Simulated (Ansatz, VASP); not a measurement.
# KCl in VASP and in Ansatz

File INCAR:

```
PREC = Accurate ; ENCUT = 500
EDIFF = 1E-6 ; ISMEAR = 0
SIGMA = 0.05 ; LREAL = False
LASPH = True ; NELM = 120
ALGO = Normal ; ISIF = 2
LWAVE = False ; LCHARG = False
GGA = PS ; NBANDS = 15
GGA_COMPAT = False
```

File KPOINTS:

```
Automatic mesh
0
Gamma
  8 8 8
```

The input POSCAR:

```
KCl
1.0
    3.6867334454      0.0000000000      0.0000000000
    0.0000000000      3.6867334454      0.0000000000
    0.0000000000      0.0000000000      3.6867334454
K Cl
1 1
Direct
    0.0000000000      0.0000000000      0.0000000000
    0.5000000000      0.5000000000      0.5000000000
```

Input for Ansatz:

```yaml
crystal:
  lattice:
    - [3.6867334454, 0.0, 0.0]
    - [0.0, 3.6867334454, 0.0]
    - [0.0, 0.0, 3.6867334454]
  atoms:
    - { symbol: K, position: [0.0, 0.0, 0.0] }
    - { symbol: Cl, position: [0.5, 0.5, 0.5] }
basis:
  ecutwfc: 420
  ecutrho_ratio: 4
kpoints:
  mp_grid: { grid: [8, 8, 8] }
hamiltonian:
  xc: pbesol
scf:
  occupations: { method: gaussian, width: 0.05 }
output:
  forces: true
  stress: true
  eigenvalues: true
```

Alike in both runs: task single point; functional PBEsol; k mesh 8 × 8 × 8; occupations gaussian, width 0.05 eV; no spin polarisation.

|  | VASP | Ansatz |
| --- | --- | --- |
| version | VASP 6.6.1 | Ansatz 0.2.0 |
| potentials or method | VASP PAW PBE potentials, release 64 (K_sv, Cl), cutoff 500 eV | scalar-relativistic, plane waves, PAW |
| valence electrons in the cell | 16 | 16 |

VASP gave:

```
gap on the k mesh at the Fermi level (eV) : 5.15
least direct gap on the mesh (eV)         : 5.38
pressure (GPa)                            : 1.1
```

Q: What did Ansatz give for the same quantities?

A: gap on the k mesh at the Fermi level (eV): 5.15; least direct gap on the mesh (eV): 5.38; pressure (GPa): 1.0.

VASP's potentials were made for PBE, not for PBEsol.
